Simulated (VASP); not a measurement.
# Al (Im-3m) in VASP: notebook

Runs on Al. Level: PBE. Tasks: single point.

Everything below comes from runs of VASP 6.6.1. Logs are shortened: lines on timing, memory, paths and dates and some standing lists are left out, and cuts for length are marked.

**1. The cell of the first run**

Symmetry: Im-3m, No. 229, cubic system. The conventional cell has a = 3.182 Å, b = 3.182 Å, c = 3.182 Å, α = 90.00°, β = 90.00°, γ = 90.00°. Within 3.6 Å of Al (site symmetry m-3m) lie 14 Al at 2.76 to 3.18 Å.

**2. Single point, PBE**

INCAR reads:

```
SYSTEM = Al
PREC = Accurate
ENCUT = 500
EDIFF = 1E-6
ISMEAR = 0
SIGMA = 0.1
LREAL = .FALSE.
LASPH = .TRUE.
NELM = 120
ALGO = Normal
ISIF = 2
LWAVE = .FALSE.
LCHARG = .FALSE.
GGA = PE
NBANDS = 8
GGA_COMPAT = .FALSE.
```

KPOINTS reads:

```
regular mesh
0
G
  10 10 10
  0 0 0
```

POSCAR reads:

```
Al
1.0
   -1.5912186900      1.5912186900      1.5912186900
    1.5912186900     -1.5912186900      1.5912186900
    1.5912186900      1.5912186900     -1.5912186900
Al
1
Direct
    0.0480000000      0.6230000000      0.2360000000
```

Potentials or basis: VASP PAW PBE potentials, release 64 (Al).

On the command line:

```sh
$ cat potpaw_PBE.64/Al/POTCAR > POTCAR
$ mpirun -np 1 vasp_std > vasp.out
```

OUTCAR:

```text
SYSTEM = Al
   PREC = Accurate
   ENCUT = 500
   EDIFF = 1E-6
   ISMEAR = 0
   LREAL = .FALSE.
   LASPH = .TRUE.
   NELM = 120
   ISIF = 2
   GGA = PE

 ion  position               nearest neighbor table
   1  0.048  0.623  0.236-

  LATTYP: Found a body centered cubic cell.
 ALAT       =     3.1824373800

  Lattice vectors:

 A1 = (  -1.5912186900,   1.5912186900,   1.5912186900)
 A2 = (   1.5912186900,  -1.5912186900,   1.5912186900)
 A3 = (   1.5912186900,   1.5912186900,  -1.5912186900)

Analysis of symmetry for initial positions (statically):
=====================================================================
 Subroutine PRICEL returns:
 Original cell was already a primitive cell.

 Routine SETGRP: Setting up the symmetry group for a
 body centered cubic supercell.

 Subroutine GETGRP returns: Found 48 space group operations
 (whereof  1 operations were pure point group operations)
 out of a pool of 48 trial point group operations.

The static configuration has the point symmetry C_1 .
 The point group associated with its full space group is O_h .

Analysis of symmetry for dynamics (positions and initial velocities):
=====================================================================
 Subroutine PRICEL returns:
 Original cell was already a primitive cell.

 Routine SETGRP: Setting up the symmetry group for a
 body centered cubic supercell.

 Subroutine GETGRP returns: Found 48 space group operations
 (whereof  1 operations were pure point group operations)
 out of a pool of 48 trial point group operations.

The dynamic configuration has the point symmetry C_1 .
 The point group associated with its full space group is O_h .

 Subroutine INISYM returns: Found 48 space group operations
 (whereof  1 operations are pure point group operations),
 and found     1 'primitive' translations

----------------------------------------------------------------------------------------

                                     Primitive cell

  volume of cell :      16.1157

  direct lattice vectors                    reciprocal lattice vectors
    -1.591218690  1.591218690  1.591218690     0.000000000  0.314224565  0.314224565
     1.591218690 -1.591218690  1.591218690     0.314224565  0.000000000  0.314224565
     1.591218690  1.591218690 -1.591218690     0.314224565  0.314224565  0.000000000

  length of vectors
     2.756071617  2.756071617  2.756071617     0.444380641  0.444380641  0.444380641

  position of ions in fractional coordinates (direct lattice)
     0.048000000  0.623000000  0.236000000

  ion indices of the primitive-cell ions
   primitive index   ion index
                 1           1

----------------------------------------------------------------------------------------

 KPOINTS: regular mesh

Automatic generation of k-mesh.
 Grid dimensions read from file:
 generate k-points for:   10   10   10

 Generating k-lattice:

  Cartesian coordinates                     Fractional coordinates (reciprocal lattice)
     0.000000000  0.031422456  0.031422456     0.100000000  0.000000000  0.000000000
     0.031422456  0.000000000  0.031422456     0.000000000  0.100000000  0.000000000
     0.031422456  0.031422456  0.000000000     0.000000000  0.000000000  0.100000000

  Length of vectors
     0.044438064  0.044438064  0.044438064

  Shift w.r.t. Gamma in fractional coordinates (k-lattice)
     0.000000000  0.000000000  0.000000000

 Subroutine IBZKPT returns following result:
 ===========================================

 Found     47 irreducible k-points:

 Following reciprocal coordinates:
            Coordinates               Weight
  0.000000  0.000000  0.000000      1.000000
  0.100000  0.000000  0.000000     12.000000
  0.200000  0.000000  0.000000     12.000000
  0.300000  0.000000  0.000000     12.000000
  0.400000  0.000000  0.000000     12.000000
  0.500000  0.000000  0.000000      6.000000
[... 16 lines left out ...]
  0.300000  0.300000  0.100000      8.000000
 -0.300000  0.300000  0.100000     24.000000
 [... further k-points ...]
   k-points           NKPTS =     47   k-points in BZ     NKDIM =     47   number of bands    NBANDS=      8
   number of dos      NEDOS =    301   number of ions     NIONS =      1
   total plane-waves  NPLWV =   8000
   dimension x,y,z NGX =    20 NGY =   20 NGZ =   20
   dimension x,y,z NGXF=    40 NGYF=   40 NGZF=   40
   ions per type =               1
   NGX,Y,Z   is equivalent  to a cutoff of  12.06, 12.06, 12.06 a.u.
   NGXF,Y,Z  is equivalent  to a cutoff of  24.13, 24.13, 24.13 a.u.
 SYSTEM =  Al
   PREC   = accura    normal or accurate (medium, high low for compatibility)
   ISTART =      0    job   : 0-new  1-cont  2-samecut
   ICHARG =      2    charge: 1-file 2-atom 10-const
   ISPIN  =      1    spin polarized calculation?
   LNONCOLLINEAR =      F non collinear calculations
   LSORBIT =      F    spin-orbit coupling
   LASPH  =      T    aspherical Exc in radial PAW
   ENCUT  =  500.0 eV  36.75 Ry    6.06 a.u.   5.02  5.02  5.02*2*pi/ulx,y,z
   NELM   =    120;   NELMIN=  2; NELMDL= -5     # of ELM steps
   EDIFF  = 0.1E-05   stopping-criterion for ELM
   LREAL  =      F    real-space projection
   EDIFFG = 0.1E-04   stopping-criterion for IOM
   NSW    =      0    number of steps for IOM
   IBRION =     -1    ionic relax: 0-MD 1-quasi-New 2-CG
   NFREE  =      0    steps in history (QN), initial steepest desc. (CG)
   ISIF   =      2    stress and relaxation
   ISYM   =      2    0-nonsym 1-usesym 2-fastsym
   POTIM  = 0.5000    time-step for ionic-motion
   TEBEG  =    0.0;   TEEND  =   0.0 temperature during run
   PSTRESS=    0.0 pullay stress
   NELECT =       3.0000    total number of electrons
   NUPDOWN=      -1.0000    fix difference up-down
   EMIN   =  10.00;   EMAX   =-10.00  energy-range for DOS
   EFERMI =   0.00;   METHOD = LEGACY
   ISMEAR =     0;   SIGMA  =   0.10  broadening in eV -4-tet -1-fermi 0-gaus
   EFERMI_NEDOS =   21; number of points for ismear=-14 and -15
   IALGO  =     38    algorithm
   IMIX   =      4    mixing-type and parameters
     AMIX     =   0.40;   BMIX     =  1.00
     AMIX_MAG =   1.60;   BMIX_MAG =  1.00
  volume/ion in A,a.u.               =      16.12       108.75
  Fermi-wavevector in a.u.,A,eV,Ry     =   0.934757  1.766435 11.888371  0.873771
  Thomas-Fermi vector in A             =   2.061595
   LORBIT       =      0    0 simple, 1 ext, 2 COOP (PROOUT), +10 PAW based schemes
   GGA     = PE    functional components
   LHFCALC =     F    Hartree Fock is set to
   AEXX    =    0.0000 exact exchange contribution
   IVDW    =     0    specifies the selected vdW correction
   LEPSILON=     F    determine dielectric tensor
   LRPA    =     F    only Hartree local field effects (RPA)
 non-spin polarized calculation
 Gauss-broadening in eV      SIGMA  =   0.10
  energy-cutoff  :      500.00
  volume of cell :       16.12
 maximum number of plane-waves:       420
   NGX =  9   NGY =  9   NGZ =  9

 number of electron       3.0000000 magnetization

 Free energy of the ion-electron system (eV)
  ---------------------------------------------------
  ext. energy  EPLUGINS =         0.00000000
  ---------------------------------------------------
  free energy    TOTEN  =        -3.65553191 eV

  energy without entropy =       -3.65366786  energy(sigma->0) =       -3.65459989

 E-fermi :   8.2180     XC(G=0): -10.2861

 val. band max:        8.1690210299   @ k =   0.5000   0.5000   0.4000
 cond. band min:       8.2334518513   @ k =  -0.4000   0.4000   0.2000
 fundamental gap:      0.0644308214
 Fermi energy:         8.2179916985

 k-point     1 :       0.0000    0.0000    0.0000
  band No.  band energies     occupation
      1      -3.0446      2.00000
      2      21.6658      0.00000
      3      21.6658      0.00000
      4      21.6658      0.00000
      5      23.3069      0.00000
      6      23.3069      0.00000
      7      23.3069      0.00000
      8      24.7549      0.00000

 k-point     2 :       0.1000    0.0000    0.0000
  band No.  band energies     occupation
      1      -2.7524      2.00000
      2      18.8267      0.00000
      3      20.2225      0.00000
      4      20.6328      0.00000
      5      22.2031      0.00000
      6      23.2217      0.00000
      7      24.2599      0.00000
      8      24.9468      0.00000

 k-point     3 :       0.2000    0.0000    0.0000
  band No.  band energies     occupation
      1      -1.8795      2.00000
      2      14.6404      0.00000
      3      18.6496      0.00000
      4      18.9954      0.00000
      5      20.6195      0.00000
      6      21.8975      0.00000
      7      25.4948      0.00000
      8      25.6119      0.00000

 k-point     4 :       0.3000    0.0000    0.0000
  band No.  band energies     occupation
      1      -0.4366      2.00000
      2      10.6860      0.00000
      3      17.5097      0.00000
      4      17.6762      0.00000
      5      19.3961      0.00000
      6      20.8301      0.00000
      7      26.7173      0.00000
      8      27.0834      0.00000

 k-point     5 :       0.4000    0.0000    0.0000
  band No.  band energies     occupation
      1       1.5573      2.00000
      2       7.1635      2.00000
      3      16.8263      0.00000
      4      16.8559      0.00000
      5      18.6475      0.00000
      6      20.1247      0.00000
      7      28.1661      0.00000
      8      29.0532      0.00000

 k-point     6 :       0.5000    0.0000    0.0000
  band No.  band energies     occupation
      1       3.8430      2.00000
      2       4.3663      2.00000
      3      16.5792      0.00000
      4      16.5989      0.00000
      5      18.3965      0.00000
      6      19.8787      0.00000
      7      29.2209      0.00000
      8      30.5861      0.00000

 k-point     7 :       0.1000    0.1000    0.0000
  band No.  band energies     occupation
      1      -2.1699      2.00000
      2      16.7383      0.00000
      3      17.0515      0.00000
      4      19.3235      0.00000
      5      22.4653      0.00000
      6      22.5229      0.00000
      7      25.0139      0.00000
      8      25.3520      0.00000

 k-point     8 :       0.2000    0.1000    0.0000
  band No.  band energies     occupation
      1      -1.0120      2.00000
      2      12.7935      0.00000
      3      15.3949      0.00000
      4      17.9475      0.00000
      5      21.1896      0.00000
      6      22.8883      0.00000
      7      24.8225      0.00000
      8      27.6312      0.00000

 k-point     9 :       0.3000    0.1000    0.0000
  band No.  band energies     occupation
      1       0.7068      2.00000
      2       9.0631      0.00000
      3      14.3504      0.00000
      4      16.9764      0.00000
      5      20.2139      0.00000
      6      22.5955      0.00000
      7      25.7577      0.00000
      8      29.5559      0.00000

 k-point    10 :       0.4000    0.1000    0.0000
  band No.  band energies     occupation
      1       2.9567      2.00000
      2       5.7964      2.00000
      3      13.8244      0.00000
      4      16.4825      0.00000
      5      19.7081      0.00000
      6      22.2527      0.00000
      7      27.4732      0.00000
      8      29.7354      0.00000
[... 78 lines left out ...]
 k-point    18 :       0.4000    0.1000    0.1000
  band No.  band energies     occupation
      1       4.3838      2.00000
      2       4.9326      2.00000
      3      12.5083      0.00000
      4      13.3028      0.00000
      5      23.4193      0.00000
      6      23.8635      0.00000
      7      29.5690      0.00000
      8      30.9137      0.00000

 k-point    19 :      -0.1000    0.1000    0.1000
  band No.  band energies     occupation
      1      -2.4608      2.00000
      2      18.2763      0.00000
      3      18.2763      0.00000
      4      20.5096      0.00000
      5      20.8971      0.00000
      6      22.2381      0.00000
      7      24.9081      0.00000
      8      24.9081      0.00000

 k-point    20 :       0.2000    0.2000    0.1000
  band No.  band energies     occupation
      1       1.8401      2.00000
      2       9.8073      0.00000
      3      10.4785      0.00000
      4      13.0251      0.00000
      5      25.8219      0.00000
      6      25.8997      0.00000
      7      28.3479      0.00000
      8      28.3763      0.00000

 k-point    21 :       0.3000    0.2000    0.1000
  band No.  band energies     occupation
      1       4.0661      2.00000
      2       6.8693      2.00000
      3       9.6600      0.00000
      4      12.4823      0.00000
      5      25.5846      0.00000
      6      27.0431      0.00000
      7      28.7040      0.00000
      8      30.4150      0.00000

 k-point    22 :      -0.2000    0.2000    0.1000
  band No.  band energies     occupation
      1      -1.5897      2.00000
      2      14.8249      0.00000
      3      16.5392      0.00000
      4      18.9324      0.00000
      5      20.5717      0.00000
      6      21.5322      0.00000
      7      24.5433      0.00000
      8      27.1950      0.00000

 k-point    23 :       0.3000    0.3000    0.1000
  band No.  band energies     occupation
      1       6.2800      2.00000
      2       6.2800      2.00000
      3       7.2758      2.00000
      4      12.2028      0.00000
      5      27.5617      0.00000
      6      27.6260      0.00000
      7      27.6260      0.00000
      8      32.2509      0.00000

 k-point    24 :      -0.3000    0.3000    0.1000
  band No.  band energies     occupation
      1      -0.1497      2.00000
      2      10.9376      0.00000
      3      15.2790      0.00000
      4      17.6822      0.00000
      5      20.4138      0.00000
      6      21.3504      0.00000
      7      23.9222      0.00000
      8      29.7959      0.00000

 [... further k-points ...]
[... 5 lines left out ...]
  --------------------------------------------------------------------------------------
  -------------------------------------------------------------------------------------
  Total        0.4327968      0.4327968      0.4327968      0.0000000     -0.0000000      0.0000000
  in kB       43.0273960     43.0273960     43.0273960      0.0000000     -0.0000000      0.0000000
  external PRESSURE =      43.0273960 kB  Pullay stress =       0.0000000 kB

 VOLUME and BASIS-vectors are now :
 -----------------------------------------------------------------------------
  energy-cutoff  :      500.00
  volume of cell :       16.12
      direct lattice vectors                 reciprocal lattice vectors
    -1.591218690  1.591218690  1.591218690     0.000000000  0.314224565  0.314224565
     1.591218690 -1.591218690  1.591218690     0.314224565  0.000000000  0.314224565
     1.591218690  1.591218690 -1.591218690     0.314224565  0.314224565  0.000000000

 POSITION                                       TOTAL-FORCE (eV/Angst)
 -----------------------------------------------------------------------------------
      1.29048     -0.53942      0.69218         0.000000      0.000000      0.000000
 -----------------------------------------------------------------------------------
    total drift:                                0.000000      0.000000      0.000000

  FREE ENERGIE OF THE ION-ELECTRON SYSTEM (eV)
  ---------------------------------------------------
  free  energy   TOTEN  =        -3.6555319137 eV

  energy  without entropy=       -3.6536678629  energy(sigma->0) =       -3.65459989
```

It took 9.3 s on 1 thread of AMD EPYC 7R13, shared host; peak memory 0.09 GiB.

What came out:

```yaml
Free_energy: -3.6555 eV
Pressure: 4.3 GPa
```

**3. Single point, PBE**

INCAR reads:

```
PREC = Accurate
ENCUT = 500
EDIFF = 1E-6
ISMEAR = 1
SIGMA = 0.41
LREAL = F
LASPH = T
NELM = 120
ALGO = Normal
ISIF = 2
LWAVE = F
LCHARG = F
GGA = PE
NBANDS = 8
GGA_COMPAT = F
```

KPOINTS reads:

```
Automatic mesh
0
Gamma
  10 10 10
```

Changes to POSCAR since step 2:

```diff
@@ -8,2 +8,2 @@
 Direct
-    0.0480000000      0.6230000000      0.2360000000
+    0.0000000000      0.0000000000      0.0000000000
```

Potentials or basis: VASP PAW PBE potentials, release 64 (Al).

On the command line:

```sh
$ cat potpaw_PBE.64/Al/POTCAR > POTCAR
$ mpirun -np 1 vasp_std > vasp.out
```

It took 9.2 s on 1 thread of AMD EPYC 7R13, shared host; peak memory 0.09 GiB.

It converged, with:

* Free energy: -3.6535 eV
* Pressure: 4.3 GPa

Levels at points of the mesh, in eV from the Fermi level:
```tsv
k point	band 1	band 2	band 3	band 4	band 5	band 6
(0.00, 0.00, 0.00)	-11.28	13.44	13.44	13.44	15.08	15.08
(0.50, 0.00, 0.00)	-4.39	-3.86	8.35	8.37	10.17	11.65
(0.50, 0.50, 0.50)	1.93	1.93	1.93	2.97	2.97	5.90
```
